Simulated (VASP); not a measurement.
# Si (a cell with a defect) in VASP: a series of runs, part 2 of 2

VASP 6.6.1.

### Step 4. Single point, PBEsol

INCAR

```
PREC = Accurate
ENCUT = 520
EDIFF = 1E-6
ISMEAR = 0
SIGMA = 0.02
LREAL = Auto
LASPH = True
NELM = 80
ALGO = Normal
ISIF = 2
LWAVE = False
LCHARG = False
GGA = PS
NBANDS = 48
```

KPOINTS

```
regular mesh
0
Gamma
  2 2 2
```

POSCAR

```
Si
1.0
    0.0000000000      5.4300000000      5.4300000000
    5.4300000000      0.0000000000      5.4300000000
    5.4300000000      5.4300000000      0.0000000000
Si
17
Direct
   -0.0150460405     -0.0131644567     -0.0142235727
    0.1118530387      0.1096359116      0.1102878453
    0.0007028545      0.0034695212      0.4830260589
    0.1222325046      0.1221735727      0.6146767035
    0.0021600368      0.4820403315      0.0038092081
    0.1220670350      0.6156799263      0.1220707182
    0.0182235727      0.4934685083      0.4933044199
    0.1594039595      0.6085792818      0.6112201657
    0.4849934622      0.0015137201      0.0000693370
    0.6139553407      0.1222820442      0.1222275322
    0.4930440147      0.0159900552      0.4929976059
    0.6082063536      0.1628866483      0.6040779926
    0.4930533149      0.4932796501      0.0171113260
    0.6109460405      0.6045712707      0.1615051565
    0.5218941989      0.5237621547      0.5231109576
    0.6514962247      0.6500139042      0.6507743094
    0.7922781768      0.7939045120      0.7932343462
```

Potentials or basis: VASP PAW PBE potentials, release 64 (Si).

Launch:

```console
cat potpaw_PBE.64/Si/POTCAR > POTCAR
mpirun -np 1 vasp_std > vasp.out
```

OUTCAR:

```text
PREC = Accurate
   ENCUT = 520
   EDIFF = 1E-6
   ISMEAR = 0
   LREAL = Auto
   LASPH = True
   NELM = 80
   ISIF = 2
   GGA = PS

 ion  position               nearest neighbor table
   1  0.985  0.987  0.986-  10 2.33   4 2.33   6 2.33   2 2.35
   2  0.112  0.110  0.110-   5 2.34   3 2.35   1 2.35   9 2.35
   3  0.001  0.003  0.483-   4 2.33   2 2.35  17 2.40  12 2.47   8 2.48
   4  0.122  0.122  0.615-  11 2.33   3 2.33   1 2.33   7 2.33
   5  0.002  0.482  0.004-   6 2.33   2 2.34  17 2.41  14 2.46   8 2.47
   6  0.122  0.616  0.122-  13 2.33   5 2.33   7 2.33   1 2.33
   7  0.018  0.493  0.493-   6 2.33   4 2.33  16 2.35   8 2.35
   8  0.159  0.609  0.611-  15 2.32   7 2.35  17 2.44   5 2.47   3 2.48
   9  0.485  0.002  0.000-  10 2.33   2 2.35  17 2.38  12 2.49  14 2.50
  10  0.614  0.122  0.122-  11 2.33  13 2.33   1 2.33   9 2.33
  11  0.493  0.016  0.493-  10 2.33   4 2.33  12 2.34  16 2.34
  12  0.608  0.163  0.604-  15 2.31  11 2.34  17 2.46   3 2.47   9 2.49
  13  0.493  0.493  0.017-   6 2.33  10 2.33  16 2.34  14 2.35
  14  0.611  0.605  0.162-  15 2.32  13 2.35  17 2.45   5 2.46   9 2.50
  15  0.522  0.524  0.523-  12 2.31  14 2.32   8 2.32  16 2.40
  16  0.651  0.650  0.651-  11 2.34  13 2.34   7 2.35  15 2.40  17 2.68
  17  0.792  0.794  0.793-   9 2.38   3 2.40   5 2.41   8 2.44  14 2.45  12 2.46  16 2.68

  LATTYP: Found a face centered cubic cell.
 ALAT       =    10.8600000000

  Lattice vectors:

 A1 = (   0.0000000000,   5.4300000000,   5.4300000000)
 A2 = (   5.4300000000,   0.0000000000,   5.4300000000)
 A3 = (   5.4300000000,   5.4300000000,   0.0000000000)

Analysis of symmetry for initial positions (statically):
=====================================================================
 Subroutine PRICEL returns:
 Original cell was already a primitive cell.

 Routine SETGRP: Setting up the symmetry group for a
 face centered cubic supercell.

 Subroutine GETGRP returns: Found  1 space group operations
 (whereof  1 operations were pure point group operations)
[... 153 lines left out ...]
   LORBIT       =      0    0 simple, 1 ext, 2 COOP (PROOUT), +10 PAW based schemes
   GGA     = PS    functional components
   LHFCALC =     F    Hartree Fock is set to
   AEXX    =    0.0000 exact exchange contribution
   IVDW    =     0    specifies the selected vdW correction
   LEPSILON=     F    determine dielectric tensor
   LRPA    =     F    only Hartree local field effects (RPA)
 non-spin polarized calculation
 Gauss-broadening in eV      SIGMA  =   0.02
  energy-cutoff  :      520.00
  volume of cell :      320.21
 maximum number of plane-waves:      8646
 NGX is ok and might be reduce to    60
   NGX = 29   NGY = 29   NGZ = 29

 number of electron      67.9999999 magnetization

 Free energy of the ion-electron system (eV)
  ---------------------------------------------------
  ext. energy  EPLUGINS =         0.00000000
  ---------------------------------------------------
  free energy    TOTEN  =       -93.65109956 eV

  energy without entropy =      -93.64675113  energy(sigma->0) =      -93.64892535

 E-fermi :   6.6231     XC(G=0):  -9.8255

 val. band max:        6.6203424671   @ k =   0.5000   0.0000   0.5000
 cond. band min:       6.6445144560   @ k =   0.0000   0.0000   0.0000
 fundamental gap:      0.0241719889
 Fermi energy:         6.6231236968

 k-point     1 :       0.0000    0.0000    0.0000
  band No.  band energies     occupation
      1      -6.2893      2.00000
      2      -3.9072      2.00000
      3      -3.6671      2.00000
      4      -3.6486      2.00000
      5      -3.4317      2.00000
      6      -2.7108      2.00000
[... 381 lines left out ...]
     45      10.2012      0.00000
     46      10.3142      0.00000
 [bands above 46 left out]

------------------------ aborting loop because EDIFF is reached ----------------------------------------

  FORCE on cell =-STRESS in cart. coord.  units (eV):
  Direction    XX          YY          ZZ          XY          YZ          ZX
  --------------------------------------------------------------------------------------
  -------------------------------------------------------------------------------------
  Total        4.7973459      5.0757466      4.9624965     -0.8279106     -0.8843458     -0.7835586
  in kB       24.0039179     25.3969188     24.8302623     -4.1425192     -4.4248975     -3.9206006
  external PRESSURE =      24.7436997 kB  Pullay stress =       0.0000000 kB

 VOLUME and BASIS-vectors are now :
 -----------------------------------------------------------------------------
  energy-cutoff  :      520.00
  volume of cell :      320.21
      direct lattice vectors                 reciprocal lattice vectors
     0.000000000  5.430000000  5.430000000    -0.092081031  0.092081031  0.092081031
     5.430000000  0.000000000  5.430000000     0.092081031 -0.092081031  0.092081031
     5.430000000  5.430000000  0.000000000     0.092081031  0.092081031 -0.092081031

 POSITION                                       TOTAL-FORCE (eV/Angst)
 -----------------------------------------------------------------------------------
     10.71128     10.70107     10.70682         0.016300      0.013761      0.013486
      1.19419      1.20623      1.20269         0.009963      0.014141      0.010884
      2.64167      2.62665      0.02266         0.002481      0.006259     -0.012927
      4.00110      4.00142      1.32712         0.004953      0.002133     -0.007266
      2.63816      0.03241      2.62921         0.000692     -0.012596      0.006557
      4.00599      1.32567      4.00597         0.005402     -0.006258      0.004055
[... 9 lines left out ...]
      7.06328      7.07133      7.06720         0.012873      0.015341      0.013999
      8.61816      8.60933      8.61297        -0.023744     -0.046474     -0.035267
 -----------------------------------------------------------------------------------
    total drift:                                0.004510      0.004734      0.003660

  FREE ENERGIE OF THE ION-ELECTRON SYSTEM (eV)
  ---------------------------------------------------
  free  energy   TOTEN  =       -93.6510995619 eV

  energy  without entropy=      -93.6467511311  energy(sigma->0) =      -93.64892535
```

It took 84 s on 1 thread of Intel Xeon 6975P-C (Granite Rapids), shared host; peak memory 0.46 GiB.

What came out:

| Property | Result |
| --- | --- |
| Free energy | -93.6511 eV |
| Pressure | 2.5 GPa |
| Largest force | 0.063 eV/Å |
| Band gap on the k mesh | zero (bands 34 and 35 overlap by 0.05 eV) |

Forces in eV/Å, atoms in the order of the input:
```
Si   0.016  0.014  0.013
Si   0.010  0.014  0.011
Si   0.002  0.006 -0.013
Si   0.005  0.002 -0.007
Si   0.001 -0.013  0.007
Si   0.005 -0.006  0.004
Si  -0.006  0.001  0.000
Si  -0.006  0.005  0.006
Si  -0.017  0.005  0.005
Si  -0.011  0.001  0.003
Si   0.000 -0.008 -0.001
Si  -0.002 -0.010  0.006
Si  -0.001  0.000 -0.008
Si   0.001  0.010 -0.017
Si   0.012  0.010  0.012
Si   0.013  0.015  0.014
Si  -0.024 -0.046 -0.035
```

Levels at points of the mesh, in eV from the Fermi level:
| k point | band 31 | band 32 | band 33 | band 34 | band 35 | band 36 | band 37 | band 38 |
| --- | --- | --- | --- | --- | --- | --- | --- | --- |
| (0.00, 0.00, 0.00) | -1.09 | -0.61 | -0.60 | -0.39 | -0.06 | 0.02 | 0.30 | 0.30 |
| (0.50, 0.00, 0.00) | -1.27 | -1.25 | -0.75 | -0.18 | 0.27 | 0.70 | 0.97 | 1.10 |
| (0.00, 0.50, 0.00) | -1.29 | -1.24 | -0.77 | -0.14 | 0.27 | 0.70 | 0.94 | 1.10 |
| (0.00, 0.00, 0.50) | -1.28 | -1.24 | -0.76 | -0.15 | 0.27 | 0.70 | 0.95 | 1.10 |
| (0.50, 0.50, 0.50) | -1.24 | -1.18 | -1.17 | -0.18 | 0.36 | 0.45 | 1.24 | 1.25 |
| (0.50, 0.50, 0.00) | -1.77 | -1.59 | -0.62 | 0.00 | 0.46 | 1.38 | 1.53 | 1.64 |
| (0.00, 0.50, 0.50) | -1.76 | -1.60 | -0.64 | -0.01 | 0.46 | 1.38 | 1.53 | 1.63 |
| (0.50, 0.00, 0.50) | -1.78 | -1.58 | -0.61 | 0.00 | 0.46 | 1.38 | 1.54 | 1.64 |

Caveat: the k points lie up to 0.50 Å⁻¹ apart; the PAW data sets were made with another functional, which shifts forces and pressure a little.

### Step 5. Single point, PBEsol

INCAR

```
SYSTEM = Si
PREC     = Accurate       ! precision mode
ENCUT    = 520            ! plane-wave cutoff, eV
EDIFF    = 1E-6           ! SCF threshold, eV
ISMEAR   = 0              ! smearing method
SIGMA    = 0.02           ! smearing width, eV
LREAL    = Auto         
LASPH    = .TRUE.         ! aspherical terms in the spheres
NELM     = 60             ! most SCF steps
ALGO     = Normal         ! electronic algorithm
ISIF     = 2              ! what is computed and relaxed
LWAVE    = .FALSE.        ! write WAVECAR
LCHARG   = .FALSE.        ! write CHGCAR
GGA      = PS             ! functional
NBANDS   = 48             ! bands
```

KPOINTS

```
Automatic mesh
0
G
  2 2 2
  0 0 0
```

POSCAR

```
Si
1.0
    0.0000000000      5.4300000000      5.4300000000
    5.4300000000      0.0000000000      5.4300000000
    5.4300000000      5.4300000000      0.0000000000
Si
17
Direct
   -0.0103534991     -0.0100936464     -0.0104967772
    0.1149290055      0.1139662063      0.1141746777
    0.0034172192      0.0042045120      0.4838787293
    0.1234282689      0.1238700737      0.6159465009
    0.0040820442      0.4835225599      0.0044783610
    0.1236834254      0.6162629834      0.1239957643
    0.0120834254      0.4955815838      0.4958882136
    0.1479118785      0.6166647330      0.6174034070
    0.4847360037      0.0033302947      0.0030232965
    0.6160661142      0.1234620626      0.1232729282
    0.4951539595      0.0109808471      0.4948447514
    0.6160276243      0.1487616943      0.6145097606
    0.4955555249      0.4950102210      0.0116058011
    0.6171616943      0.6148447514      0.1485377532
    0.5153807551      0.5160654696      0.5159608656
    0.6404414365      0.6398554328      0.6402405157
    0.7708344383      0.7720471455      0.7716850829
```

Launch:

```console
cat potpaw_PBE.64/Si/POTCAR > POTCAR
mpirun -np 1 vasp_std > vasp.out
```

It took 89 s on 1 thread of Intel Xeon 6975P-C (Granite Rapids), shared host; peak memory 0.46 GiB.

Results (log left out):

* Free energy: -93.7555 eV
* Pressure: 3.0 GPa
* Largest force: 0.361 eV/Å
* Band gap on the k mesh: zero (bands 34 and 35 overlap by 0.13 eV)

Forces in eV/Å, atoms in the order of the input:
```
Si   0.050  0.061  0.049
Si   0.050  0.040  0.044
Si   0.017  0.030  0.027
Si   0.031  0.026  0.023
Si   0.023  0.022  0.033
Si   0.027  0.024  0.024
Si   0.037 -0.007 -0.003
Si   0.086 -0.009 -0.005
Si   0.035  0.026  0.023
Si   0.015  0.029  0.030
Si  -0.003  0.032  0.004
Si  -0.001  0.108 -0.017
Si  -0.005 -0.001  0.033
Si   0.002 -0.018  0.098
Si  -0.062 -0.059 -0.059
Si  -0.094 -0.097 -0.096
Si  -0.208 -0.208 -0.208
```

Stress tensor (GPa, compression positive):
```
 3.08 -0.37 -0.37
-0.37  2.96 -0.36
-0.37 -0.36  3.01
```

Levels at points of the mesh, in eV from the Fermi level:
```
           k point  band 31  band 32  band 33  band 34  band 35  band 36  band 37  band 38
(0.00, 0.00, 0.00)    -0.85    -0.72    -0.71    -0.45    -0.12    -0.11     0.09     0.09
(0.50, 0.00, 0.00)    -1.38    -1.35    -1.08    -0.17     0.19     0.77     0.80     0.90
(0.00, 0.50, 0.00)    -1.39    -1.35    -1.09    -0.17     0.21     0.77     0.79     0.89
(0.00, 0.00, 0.50)    -1.39    -1.35    -1.09    -0.17     0.20     0.77     0.79     0.89
(0.50, 0.50, 0.50)    -1.46    -1.30    -1.30    -0.34     0.36     0.40     1.07     1.08
(0.50, 0.50, 0.00)    -1.91    -1.75    -0.86     0.01     0.52     1.14     1.27     1.29
(0.00, 0.50, 0.50)    -1.90    -1.75    -0.87     0.01     0.52     1.13     1.27     1.28
(0.50, 0.00, 0.50)    -1.91    -1.75    -0.86     0.00     0.52     1.14     1.27     1.28
```

Caveat: the k points lie up to 0.50 Å⁻¹ apart; the PAW data sets were made with another functional, which shifts forces and pressure a little.

### Step 6. The runs side by side

| cell | gap on the mesh (eV) | pressure (GPa) | largest force (eV/Å) |
| --- | --- | --- | --- |
| as given, atomic positions A | none | 3.0 | 0.36 |
| as given, atomic positions B | none | 2.5 | 0.06 |
| as given, atomic positions C | none | 2.5 | 0.06 |
| as given, atomic positions D | none | 3.0 | 0.36 |

Alike in all rows: task single point; level PBEsol; potentials or basis VASP PAW PBE potentials, release 64 (Si); no spin polarisation; k mesh 2 × 2 × 2; cutoff (eV) 520; smearing gaussian 0.02 eV.

Caveats: all runs use coarse meshes; the PAW data sets were made with another functional, which shifts forces and pressure a little.

Total energies depend on the potentials used, so only differences within one code and one set of settings carry meaning.

The gap in the log of VASP goes by the Fermi energy; the results here count the filled bands.